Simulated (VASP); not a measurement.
Nb:

```
Nb
1.0
    -1.66395    1.66395    1.66395
     1.66395   -1.66395    1.66395
     1.66395    1.66395   -1.66395
Nb
1
Direct
  0.00000 0.00000 0.00000
```

```yaml
Program: VASP 6.6.1
Task: relaxation of cell and atoms
Functional: PBEsol
Potentials_or_basis: VASP PAW PBE potentials, release 64 (Nb_sv)
Cutoff: 500 eV
k_mesh: 10 × 10 × 10
Occupations: gaussian, width 0.05 eV
Spin: no spin polarisation
```

At the start: pressure -8.5 GPa; volume 18.43 Å³/atom.

Task: How do energy, volume and symmetry change on relaxing?

Result: Over 3 steps the energy falls by 24.9 meV/atom and the volume is 17.53 Å³/atom (-4.9 %); space group Im-3m (No. 229, to 0.1 Å) before and after.

The path:
```tsv
step	energy change (eV)	largest force (eV/Å)	pressure (GPa)	volume (Å³)
1	0.0000	0.0000	-8.51	18.43
2	0.0572	0.0000	17.67	15.94
3	-0.0249	0.0000	-0.13	17.53
```

Final structure:
```
Nb
1.0
    -1.63639    1.63639    1.63639
     1.63639   -1.63639    1.63639
     1.63639    1.63639   -1.63639
Nb
1
Cartesian
  0.0000 0.0000 0.0000
```

Caveat: the PAW data sets were made with another functional, which shifts forces and pressure a little.
